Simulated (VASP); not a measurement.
# BaOs2 (P6/mmm) in VASP: notebook, part 2 of 2

VASP 6.6.1.

## Step 3: Single point, PBE

This run uses another cell than the first one, of 20.54 Å³/atom, 0.945 times its volume.

File INCAR:

```
ALGO = Normal
EDIFF = 1E-7
ENCUT = 520
GGA = PE
ISIF = 2
ISMEAR = 0
LASPH = True
LCHARG = False
LREAL = False
LWAVE = False
NBANDS = 20
NELM = 100
PREC = Accurate
SIGMA = 0.1
```

File KPOINTS:

```
k-points
0
Gamma
  18 18 6
```

File POSCAR:

```
BaOs2
1.0
    2.9263377251      0.0000000000      0.0000000000
   -1.4631688626      2.5342828100      0.0000000000
    0.0000000000      0.0000000000      8.3079689630
Ba Os
1 2
Direct
    0.0000000000      0.0000000000      0.5000000000
    0.0000000000      0.0000000000      0.1395377256
    0.0000000000      0.0000000000      0.8604622744
```

Potentials or basis: VASP PAW PBE potentials, release 64 (Ba_sv, Os).

Started as:

```
$ cat potpaw_PBE.64/Ba_sv/POTCAR potpaw_PBE.64/Os/POTCAR > POTCAR
$ mpirun -np 1 vasp_std > vasp.out
```

OUTCAR:

```text
EDIFF = 1E-7
   ENCUT = 520
   GGA = PE
   ISIF = 2
   ISMEAR = 0
   LASPH = True
   LREAL = False
   NELM = 100
   PREC = Accurate

 ion  position               nearest neighbor table
   1  0.000  0.000  0.500-   2 2.99   3 2.99
   2  0.000  0.000  0.140-   3 2.32   1 2.99
   3  0.000  0.000  0.860-   2 2.32   1 2.99

  LATTYP: Found a hexagonal cell.
 ALAT       =     2.9263377251
 C/A-ratio  =     2.8390328607

  Lattice vectors:

 A1 = (   2.9263377251,   0.0000000000,   0.0000000000)
 A2 = (  -1.4631688626,   2.5342828100,   0.0000000000)
 A3 = (   0.0000000000,   0.0000000000,   8.3079689630)

Analysis of symmetry for initial positions (statically):
=====================================================================
 Subroutine PRICEL returns:
 Original cell was already a primitive cell.

 Routine SETGRP: Setting up the symmetry group for a
 hexagonal supercell.

 Subroutine GETGRP returns: Found 24 space group operations
 (whereof 24 operations were pure point group operations)
 out of a pool of 24 trial point group operations.

The static configuration has the point symmetry D_6h.

Analysis of symmetry for dynamics (positions and initial velocities):
=====================================================================
 Subroutine PRICEL returns:
 Original cell was already a primitive cell.

 Routine SETGRP: Setting up the symmetry group for a
 hexagonal supercell.

 Subroutine GETGRP returns: Found 24 space group operations
 (whereof 24 operations were pure point group operations)
 out of a pool of 24 trial point group operations.

The dynamic configuration has the point symmetry D_6h.

 Subroutine INISYM returns: Found 24 space group operations
 (whereof 24 operations are pure point group operations),
 and found     1 'primitive' translations

----------------------------------------------------------------------------------------

                                     Primitive cell

  volume of cell :      61.6133

  direct lattice vectors                    reciprocal lattice vectors
     2.926337725  0.000000000  0.000000000     0.341724057  0.197294476  0.000000000
    -1.463168863  2.534282810  0.000000000     0.000000000  0.394588953  0.000000000
     0.000000000  0.000000000  8.307968963     0.000000000  0.000000000  0.120366362

  length of vectors
     2.926337725  2.926337725  8.307968963     0.394588953  0.394588953  0.120366362

  position of ions in fractional coordinates (direct lattice)
     0.000000000  0.000000000  0.500000000
     0.000000000  0.000000000  0.139537726
     0.000000000  0.000000000  0.860462274

  ion indices of the primitive-cell ions
   primitive index   ion index
                 1           1
                 2           2
                 3           3

----------------------------------------------------------------------------------------

 KPOINTS: k-points

Automatic generation of k-mesh.
 Grid dimensions read from file:
 generate k-points for:   18   18    6

 Generating k-lattice:

  Cartesian coordinates                     Fractional coordinates (reciprocal lattice)
     0.018984670  0.010960804  0.000000000     0.055555556  0.000000000  0.000000000
     0.000000000  0.021921608  0.000000000     0.000000000  0.055555556  0.000000000
     0.000000000  0.000000000  0.020061060     0.000000000  0.000000000  0.166666667

  Length of vectors
     0.021921608  0.021921608  0.020061060

  Shift w.r.t. Gamma in fractional coordinates (k-lattice)
     0.000000000  0.000000000  0.000000000

 Subroutine IBZKPT returns following result:
 ===========================================

 Found    148 irreducible k-points:

 Following reciprocal coordinates:
            Coordinates               Weight
  0.000000  0.000000  0.000000      1.000000
  0.055556 -0.000000  0.000000      6.000000
  0.111111 -0.000000  0.000000      6.000000
  0.166667  0.000000  0.000000      6.000000
  0.222222  0.000000  0.000000      6.000000
  0.277778  0.000000  0.000000      6.000000
[... 16 lines left out ...]
  0.333333  0.111111  0.000000     12.000000
  0.388889  0.111111  0.000000     12.000000
 [... further k-points ...]
   k-points           NKPTS =    148   k-points in BZ     NKDIM =    148   number of bands    NBANDS=     20
   number of dos      NEDOS =    301   number of ions     NIONS =      3
   total plane-waves  NPLWV =  36864
   dimension x,y,z NGX =    24 NGY =   24 NGZ =   64
   dimension x,y,z NGXF=    48 NGYF=   48 NGZF=  128
   ions per type =               1   2
   NGX,Y,Z   is equivalent  to a cutoff of  13.63, 13.63, 12.81 a.u.
   NGXF,Y,Z  is equivalent  to a cutoff of  27.27, 27.27, 25.61 a.u.
 SYSTEM =  unknown system
   PREC   = accura    normal or accurate (medium, high low for compatibility)
   ISTART =      0    job   : 0-new  1-cont  2-samecut
   ICHARG =      2    charge: 1-file 2-atom 10-const
   ISPIN  =      1    spin polarized calculation?
   LNONCOLLINEAR =      F non collinear calculations
   LSORBIT =      F    spin-orbit coupling
   LASPH  =      T    aspherical Exc in radial PAW
   ENCUT  =  520.0 eV  38.22 Ry    6.18 a.u.   5.44  5.44 15.45*2*pi/ulx,y,z
   NELM   =    100;   NELMIN=  2; NELMDL= -5     # of ELM steps
   EDIFF  = 0.1E-06   stopping-criterion for ELM
   LREAL  =      F    real-space projection
   EDIFFG = 0.1E-05   stopping-criterion for IOM
   NSW    =      0    number of steps for IOM
   IBRION =     -1    ionic relax: 0-MD 1-quasi-New 2-CG
   NFREE  =      0    steps in history (QN), initial steepest desc. (CG)
   ISIF   =      2    stress and relaxation
   ISYM   =      2    0-nonsym 1-usesym 2-fastsym
   POTIM  = 0.5000    time-step for ionic-motion
   TEBEG  =    0.0;   TEEND  =   0.0 temperature during run
   PSTRESS=    0.0 pullay stress
   NELECT =      26.0000    total number of electrons
   NUPDOWN=      -1.0000    fix difference up-down
   EMIN   =  10.00;   EMAX   =-10.00  energy-range for DOS
   EFERMI =   0.00;   METHOD = LEGACY
   ISMEAR =     0;   SIGMA  =   0.10  broadening in eV -4-tet -1-fermi 0-gaus
   EFERMI_NEDOS =   21; number of points for ismear=-14 and -15
   IALGO  =     38    algorithm
   IMIX   =      4    mixing-type and parameters
     AMIX     =   0.40;   BMIX     =  1.00
     AMIX_MAG =   1.60;   BMIX_MAG =  1.00
  volume/ion in A,a.u.               =      20.54       138.60
  Fermi-wavevector in a.u.,A,eV,Ry     =   1.227932  2.320456 20.515111  1.507818
  Thomas-Fermi vector in A             =   2.362877
   LORBIT       =      0    0 simple, 1 ext, 2 COOP (PROOUT), +10 PAW based schemes
   GGA     = PE    functional components
   LHFCALC =     F    Hartree Fock is set to
   AEXX    =    0.0000 exact exchange contribution
   IVDW    =     0    specifies the selected vdW correction
   LEPSILON=     F    determine dielectric tensor
   LRPA    =     F    only Hartree local field effects (RPA)
 non-spin polarized calculation
 Gauss-broadening in eV      SIGMA  =   0.10
  energy-cutoff  :      520.00
  volume of cell :       61.61
 maximum number of plane-waves:      1699
 NGX is ok and might be reduce to    24
   NGX = 11   NGY = 11   NGZ = 31

 number of electron      26.0000001 magnetization

 Free energy of the ion-electron system (eV)
  ---------------------------------------------------
  ext. energy  EPLUGINS =         0.00000000
  ---------------------------------------------------
  free energy    TOTEN  =       -19.20244935 eV

  energy without entropy =      -19.18097500  energy(sigma->0) =      -19.19171217

 E-fermi :   6.3826     XC(G=0): -11.8342

 val. band max:        6.3808766229   @ k =   0.1667   0.1111   0.1667
 cond. band min:       6.3862806864   @ k =   0.4444   0.0000   0.3333
 fundamental gap:      0.0054040635
 Fermi energy:         6.3825705295

 k-point     1 :       0.0000    0.0000    0.0000
  band No.  band energies     occupation
      1     -23.9279      2.00000
      2      -8.9943      2.00000
      3      -4.0694      2.00000
      4      -4.0694      2.00000
      5      -1.7848      2.00000
      6       0.6773      2.00000
[... 12 lines left out ...]
     19       9.5667      0.00000
     20       9.5667      0.00000
[... 507 lines left out ...]
 k-point    24 :       0.3889    0.1111    0.0000
  band No.  band energies     occupation
      1     -21.8302      2.00000
      2     -11.2396      2.00000
      3      -7.1544      2.00000
      4      -6.8424      2.00000
      5       1.0815      2.00000
      6       1.3182      2.00000
[... 12 lines left out ...]
     19      10.7494      0.00000
     20      11.4803      0.00000

 [... further k-points ...]

------------------------ aborting loop because EDIFF is reached ----------------------------------------

  FORCE on cell =-STRESS in cart. coord.  units (eV):
  Direction    XX          YY          ZZ          XY          YZ          ZX
  --------------------------------------------------------------------------------------
  -------------------------------------------------------------------------------------
  Total        1.5771718      1.5771718      0.5054766     -0.0000000     -0.0000000      0.0000000
  in kB       41.0124000     41.0124000     13.1442947     -0.0000000     -0.0000000      0.0000000
  external PRESSURE =      31.7230316 kB  Pullay stress =       0.0000000 kB

 VOLUME and BASIS-vectors are now :
 -----------------------------------------------------------------------------
  energy-cutoff  :      520.00
  volume of cell :       61.61
      direct lattice vectors                 reciprocal lattice vectors
     2.926337725  0.000000000  0.000000000     0.341724057  0.197294476  0.000000000
    -1.463168863  2.534282810  0.000000000     0.000000000  0.394588953  0.000000000
     0.000000000  0.000000000  8.307968963     0.000000000  0.000000000  0.120366362

 POSITION                                       TOTAL-FORCE (eV/Angst)
 -----------------------------------------------------------------------------------
      0.00000      0.00000      4.15398        -0.000000      0.000000      0.000000
      0.00000      0.00000      1.15928         0.000000      0.000000     -0.282007
      0.00000      0.00000      7.14869        -0.000000     -0.000000      0.282007
 -----------------------------------------------------------------------------------
    total drift:                                0.000000     -0.000000      0.000000

  FREE ENERGIE OF THE ION-ELECTRON SYSTEM (eV)
  ---------------------------------------------------
  free  energy   TOTEN  =       -19.2024493455 eV

  energy  without entropy=      -19.1809750032  energy(sigma->0) =      -19.19171217
```

OSZICAR:

```text
N       E                     dE             d eps       ncg     rms          rms(c)
DAV:   1     0.168924657862E+03    0.16892E+03   -0.11978E+04  5920   0.120E+03
DAV:   2    -0.118826081950E+02   -0.18081E+03   -0.17198E+03  6900   0.342E+02
DAV:   3    -0.261392311485E+02   -0.14257E+02   -0.13370E+02  8516   0.770E+01
DAV:   4    -0.268288240701E+02   -0.68959E+00   -0.66978E+00  8124   0.138E+01
DAV:   5    -0.268475502562E+02   -0.18726E-01   -0.18631E-01  8032   0.225E+00    0.242E+01
DAV:   6    -0.268015269074E+02    0.46023E-01   -0.13637E+02  8288   0.471E+01    0.101E+01
DAV:   7    -0.198999128603E+02    0.69016E+01   -0.13930E+01  6920   0.189E+01    0.646E+00
DAV:   8    -0.195841829398E+02    0.31573E+00   -0.10652E+01  8104   0.851E+00    0.648E+00
DAV:   9    -0.194102295828E+02    0.17395E+00   -0.66388E+00  7816   0.799E+00    0.252E+00
DAV:  10    -0.192024595078E+02    0.20777E+00   -0.11972E+00  7736   0.286E+00    0.552E-01
DAV:  11    -0.192113549810E+02   -0.88955E-02   -0.52955E-02  8108   0.826E-01    0.695E-01
DAV:  12    -0.192045054113E+02    0.68496E-02   -0.58291E-02  7800   0.706E-01    0.253E-01
DAV:  13    -0.192025077804E+02    0.19976E-02   -0.47981E-03  7556   0.217E-01    0.444E-02
DAV:  14    -0.192024521902E+02    0.55590E-04   -0.32715E-04  7740   0.603E-02    0.226E-02
DAV:  15    -0.192024497396E+02    0.24507E-05   -0.23942E-05  7132   0.232E-02    0.530E-03
DAV:  16    -0.192024493106E+02    0.42895E-06   -0.64218E-07  6964   0.529E-03    0.205E-03
DAV:  17    -0.192024493455E+02   -0.34932E-07   -0.86863E-07  6672   0.301E-03
   1 F= -.19202449E+02 E0= -.19191712E+02  d E =-.214743E-01
```

stdout:

```text
POSCAR found type information on POSCAR BaOs
 POSCAR found :  2 types and       3 ions
 scaLAPACK will be used
 LDA part: xc-table for (Slater+PW92), standard interpolation
 POSCAR, INCAR and KPOINTS ok, starting setup
 FFT: planning ... GRIDC
 FFT: planning ... GRID_SOFT
 FFT: planning ... GRID
 WAVECAR not read
 entering main loop
```

Run time: 96 s. Hardware: 1 thread of Intel Xeon Platinum 8488C (Sapphire Rapids), shared host; peak memory 0.32 GiB.

What came out:

| Quantity | Value |
| --- | --- |
| Free energy | -19.2024 eV |
| Pressure | 3.2 GPa |
| Largest force | 0.282 eV/Å |
| Band gap on the k mesh | zero (band 13 reaches 6.87 eV, above the bottom of band 14 at 4.82 eV) |

Forces on the atoms (eV/Å):
```
Ba   0.000  0.000  0.000
Os   0.000  0.000 -0.282
Os   0.000  0.000  0.282
```

Stress tensor (GPa, compression positive):
```
4.10 0.00 0.00
0.00 4.10 0.00
0.00 0.00 1.31
```

Caveat: spin-orbit coupling is left out, which moves the levels of the heavy elements.

## Step 4: Relaxation of cell and atoms, PBE

This run uses another cell than the first one, of 20.12 Å³/atom, 0.926 times its volume.

File INCAR:

```
PREC = Accurate
ENCUT = 600
EDIFF = 1E-6
ISMEAR = 0
SIGMA = 0.1
LREAL = False
LASPH = True
NELM = 100
ALGO = Normal
ISIF = 3
LWAVE = False
LCHARG = False
GGA = PE
IBRION = 2
NSW = 100
EDIFFG = -0.01
```

File KPOINTS:

```
regular mesh
0
Gamma
  18 18 6
```

File POSCAR:

```
BaOs2
1.0
    2.9241940990      0.0000000000      0.0000000000
   -1.4620970495      2.5324263753      0.0000000000
    0.0000000000      0.0000000000      8.1520862634
Ba Os
1 2
Direct
    0.0000000000      0.0000000000      0.5000000000
    0.0000000000      0.0000000000      0.1441140055
    0.0000000000      0.0000000000      0.8558859945
```

Started as:

```
$ cat potpaw_PBE.64/Ba_sv/POTCAR potpaw_PBE.64/Os/POTCAR > POTCAR
$ mpirun -np 1 vasp_std > vasp.out
```

Wall time 11 min (1 thread of Intel Xeon Platinum 8488C (Sapphire Rapids), shared host); peak memory 0.37 GiB.

Results (log left out):

| Property | Result |
| --- | --- |
| Free energy | -19.2292 eV |
| Relaxed volume | 21.21 Å³/atom |
| Relaxed cell | a = 2.955 Å, b = 2.955 Å, c = 8.412 Å, α = 90.00°, β = 90.00°, γ = 120.00° |
| Space group after relaxing (to 0.05 Å) | P6/mmm (No. 191) |
| Energy gained by relaxing | 28.2 meV/atom |
| Ionic steps | 12 |
| Pressure after relaxing | 0.0 GPa |
| Band gap on the k mesh | zero (band 13 reaches 6.62 eV, above the bottom of band 14 at 4.61 eV) |

Forces in eV/Å, atoms in the order of the input:
```
Ba   0.000  0.000  0.000
Os   0.000  0.000 -0.002
Os   0.000  0.000  0.002
```

Step by step:
| step | energy change (eV) | largest force (eV/Å) | pressure (GPa) | volume (Å³) |
| --- | --- | --- | --- | --- |
| 1 | 0.0000 | 0.7406 | 4.25 | 60.37 |
| 2 | -0.0309 | 0.6605 | -4.74 | 65.15 |
| 3 | -0.0518 | 0.6989 | -1.64 | 63.22 |
| 4 | -0.0717 | 0.5690 | 1.27 | 63.33 |
| 5 | -0.0768 | 0.1427 | 0.32 | 63.30 |
| 6 | -0.0784 | 0.1539 | 0.17 | 63.66 |
| 7 | -0.0845 | 0.0191 | 0.19 | 63.49 |
| 8 | -0.0845 | 0.0224 | 0.19 | 63.50 |
| 9 | -0.0846 | 0.0264 | -0.17 | 63.70 |
| 10 | -0.0846 | 0.0249 | -0.04 | 63.63 |
| 11 | -0.0846 | 0.0290 | 0.06 | 63.62 |
| 12 | -0.0846 | 0.0025 | 0.00 | 63.62 |

Final structure:
```
Ba Os
1.0
     2.95534    0.00000    0.00000
    -1.47767    2.55940    0.00000
     0.00000    0.00000    8.41155
Ba Os
1 2
Direct
  0.00000 0.00000 0.50000
  0.00000 0.00000 0.13656
  0.00000 0.00000 0.86344
```

Levels at points of the mesh, in eV from the Fermi level:
```
           k point  band 10  band 11  band 12  band 13  band 14  band 15  band 16  band 17
(0.00, 0.00, 0.00)    -1.82    -1.82    -1.50    -1.50    -1.26     0.00     0.83     1.07
(0.50, 0.00, 0.00)    -2.53    -1.96    -0.01     0.44     0.64     1.24     1.47     1.68
(0.00, 0.00, 0.50)    -2.26    -1.85    -1.85    -1.51    -1.51     0.90     1.06     1.13
(0.50, 0.00, 0.50)    -2.16    -2.14    -1.94    -0.32     0.58     1.24     1.68     2.04
```

Caveat: spin-orbit coupling is left out, which moves the levels of the heavy elements.

## Step 5: Single point, PBE

This run uses another cell than the first one, of 20.54 Å³/atom, 0.945 times its volume.

File INCAR:

```
SYSTEM = BaOs2
PREC = Accurate
ENCUT = 520
EDIFF = 1E-6
ISMEAR = 0
SIGMA = 0.1
LREAL = .FALSE.
LASPH = .TRUE.
NELM = 100
ALGO = Normal
ISIF = 2
LWAVE = .FALSE.
LCHARG = .FALSE.
GGA = PE
NBANDS = 20
```

File KPOINTS:

```
regular mesh
0
G
  18 18 6
  0 0 0
```

File POSCAR:

```
BaOs2
1.0
    2.9263377251      0.0000000000      0.0000000000
   -1.4631688626      2.5342828100      0.0000000000
    0.0000000000      0.0000000000      8.3079689630
Ba Os
1 2
Direct
    0.0000000000      0.0000000000      0.5000000000
    0.0000000000      0.0000000000      0.1395377256
    0.0000000000      0.0000000000      0.8604622744
```

Started as:

```
$ cat potpaw_PBE.64/Ba_sv/POTCAR potpaw_PBE.64/Os/POTCAR > POTCAR
$ mpirun -np 1 vasp_std > vasp.out
```

It took 92 s on 1 thread of Intel Xeon Platinum 8488C (Sapphire Rapids), shared host; peak memory 0.32 GiB.

It converged, with:

```
Free energy            : -19.2024 eV
Pressure               : 3.2 GPa
Largest force          : 0.282 eV/Å
Band gap on the k mesh : zero (band 13 reaches 6.87 eV, above the bottom of band 14 at 4.82 eV)
```

Forces on the atoms (eV/Å):
```
Ba   0.000  0.000  0.000
Os   0.000  0.000 -0.282
Os   0.000  0.000  0.282
```

Stress tensor (GPa, compression positive):
```
4.12 0.00 0.00
0.00 4.12 0.00
0.00 0.00 1.31
```

Levels at points of the mesh, in eV from the Fermi level:
```tsv
k point	band 11	band 12	band 13	band 14	band 15	band 16
(0.00, 0.00, 0.00)	-1.65	-1.56	-1.56	-1.29	0.17	1.04
(0.50, 0.00, 0.00)	-1.99	0.01	0.40	0.70	1.40	1.56
(0.00, 0.00, 0.50)	-1.68	-1.68	-1.56	-1.56	1.12	1.14
(0.50, 0.00, 0.50)	-2.24	-1.98	-0.36	0.56	1.40	1.80
```

Caveat: spin-orbit coupling is left out, which moves the levels of the heavy elements.

## Step 6: The runs side by side

```tsv
task	cell	k mesh	cutoff (eV)	gap on the mesh (eV)	pressure (GPa)	largest force (eV/Å)
single point	a = 3.630, b = 3.630, c = 5.713 Å, angles 90.0, 90.0, 120.0°, 3 atoms	6 × 6 × 4	520	none	143.7	32.74
single point	a = 2.926, b = 2.926, c = 8.308 Å, angles 90.0, 90.0, 120.0°, 3 atoms	18 × 18 × 6	520	none	3.2	0.28
relaxation of cell and atoms	relaxed from a = 2.924, b = 2.924, c = 8.152 Å, angles 90.0, 90.0, 120.0°, 3 atoms	18 × 18 × 6	600	none	0.0	-
```

Alike in all rows: level PBE; potentials or basis VASP PAW PBE potentials, release 64 (Ba_sv, Os); no spin polarisation; smearing gaussian 0.1 eV.

Caveats: spin-orbit coupling is left out, which moves the levels of the heavy elements; forces of over 1 eV/Å act on the atoms, so gaps and moduli don't describe the material at rest (some runs).

Absolute energies hang on the potentials; compare differences alone.
